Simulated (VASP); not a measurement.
A run of VASP 6.6.1:

The input INCAR:

```
ALGO = Normal ; EDIFF = 1E-7
EDIFFG = -0.08 ; ENCUT = 600
GGA = PE ; GGA_COMPAT = False
IBRION = 2 ; ISIF = 3
ISMEAR = 0 ; LASPH = True
LCHARG = False ; LREAL = False
LWAVE = False ; NELM = 120
NELMIN = 4 ; NSW = 36
PREC = Accurate ; SIGMA = 0.2
```

KPOINTS

```
k-points
0
Gamma
  6 6 6
```

POSCAR

```
AlC
1.0
    3.2188777100      0.0000000000      0.0000000000
    0.0000000000      3.2188777100      0.0000000000
    0.0000000000      0.0000000000      3.3051564200
Al C
1 1
Direct
    0.0000000000      0.0000000000      0.5607719400
    0.0000000000      0.0000000000      0.1508023600
```

Potentials or basis: VASP PAW PBE potentials, release 64 (Al, C).

Run with:

```sh
$ cat potpaw_PBE.64/Al/POTCAR potpaw_PBE.64/C/POTCAR > POTCAR
$ mpirun -np 1 vasp_std > vasp.out
```

Hardware: 1 thread of Intel(R) Xeon(R) 6975P-C (Granite Rapids) (shared host).

Problem. How long does it take, and how much memory?

Solution. Run time: 94 s on 1 thread of Intel(R) Xeon(R) 6975P-C (Granite Rapids) (shared host), peak memory 0.17 GiB. Counts: scf iterations 242, k points 40, ion steps 27.
